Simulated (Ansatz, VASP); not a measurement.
**Two plane-wave programs on CeO2**

```
CELL_PARAMETERS angstrom
0.00000 2.66253 2.66253
2.66253 0.00000 2.66253
2.66253 2.66253 0.00000
ATOMIC_POSITIONS crystal
Ce 0.00000 0.00000 0.00000
O 0.25000 0.25000 0.25000
O 0.75000 0.75000 0.75000
```

Alike in both runs: task single point; functional PBEsol; k mesh 12 × 12 × 12; occupations gaussian, width 0.05 eV; no spin polarisation.

|  | VASP | Ansatz |
| --- | --- | --- |
| version | VASP 6.6.1 | Ansatz 0.2.0 |
| potentials or method | VASP PAW PBE potentials, release 64 (Ce, O), cutoff 520 eV | scalar-relativistic, plane waves, PAW |
| valence electrons in the cell | 24 | 24 |

Ansatz gave:

- gap on the k mesh at the Fermi level (eV): 2.11
- least direct gap on the mesh (eV): 2.23
- pressure (GPa): 8.6

Task: What did VASP give for the same quantities?

Result: gap on the k mesh at the Fermi level (eV): 2.09; least direct gap on the mesh (eV): 2.20; pressure (GPa): 8.6.

VASP's potentials were made for PBE, not for PBEsol.

Neither program's run includes spin-orbit coupling.
